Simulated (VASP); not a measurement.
CsCu16: single point with PBE

CsCu16, a slab with vacuum:

```
CELL_PARAMETERS angstrom
5.10531 0.00000 0.00000
2.55266 4.42133 0.00000
0.00000 0.00000 22.75270
ATOMIC_POSITIONS crystal
Cu 0.00000 0.00000 0.10988
Cu 0.50000 0.00000 0.10988
Cu 0.00000 0.50000 0.10988
Cu 0.50000 0.50000 0.10988
Cu 0.16667 0.16667 0.20148
Cu 0.66667 0.16667 0.20148
Cu 0.16667 0.66667 0.20148
Cu 0.66667 0.66667 0.20148
Cu 0.83200 0.33591 0.29011
Cu 0.33329 0.33335 0.29136
Cu 0.83203 0.83209 0.29014
Cu 0.33587 0.83205 0.29010
Cu 0.00012 0.00010 0.37623
Cu 0.50000 0.99954 0.38185
Cu 0.99942 0.50018 0.38186
Cu 0.50012 0.50034 0.38185
Cs 0.99099 0.99731 0.51092
```

| Property | Result |
| --- | --- |
| Program | VASP 6.6.1 |
| Task | single point |
| Functional | PBE |
| Potentials or basis | VASP PAW PBE potentials, release 64 (Cu, Cs_sv) |
| Cutoff | 520 eV |
| k mesh | 6 × 6 × 1 |
| Occupations | methfessel-paxton, width 0.1 eV |
| Spin | no spin polarisation |

```
Largest force          : 0.303 eV/Å
Band gap on the k mesh : zero (an odd number of electrons rules out a gap without spin polarisation)
```

Forces on the atoms (eV/Å):
```
Cu  -0.001  0.000 -0.019
Cu   0.001  0.004 -0.024
Cu   0.004 -0.001 -0.024
Cu  -0.004 -0.003 -0.024
Cu   0.025  0.015 -0.222
Cu  -0.025  0.014 -0.222
Cu  -0.001 -0.029 -0.222
Cu   0.001  0.000 -0.303
Cu   0.000  0.001  0.061
Cu   0.000  0.000  0.062
Cu  -0.001  0.000  0.061
Cu   0.001 -0.001  0.061
Cu   0.000  0.000  0.127
Cu   0.000  0.000  0.161
Cu   0.000  0.000  0.161
Cu   0.000  0.000  0.162
Cs   0.000  0.000  0.204
```

Levels at points of the mesh, in eV from the Fermi level:
| k point | band 90 | band 91 | band 92 | band 93 | band 94 | band 95 |
| --- | --- | --- | --- | --- | --- | --- |
| (0.00, 0.00, 0.00) | -0.50 | -0.49 | -0.47 | 0.14 | 0.50 | 0.50 |
| (0.50, 0.00, 0.00) | -1.34 | -0.34 | -0.34 | 0.15 | 0.23 | 0.38 |
| (0.50, 0.50, 0.00) | -1.34 | -0.34 | -0.34 | 0.15 | 0.23 | 0.38 |
| (0.00, 0.50, 0.00) | -1.34 | -0.34 | -0.34 | 0.15 | 0.23 | 0.38 |

Wall time 18 min on 4 MPI ranks on Intel(R) Xeon(R) Platinum 8488C (Sapphire Rapids), on a shared host, peak memory 1.1 GiB a rank.

Caveat: there is no dipole correction, which matters where the two faces differ; spin-orbit coupling is left out, which moves the levels of the heavy elements.
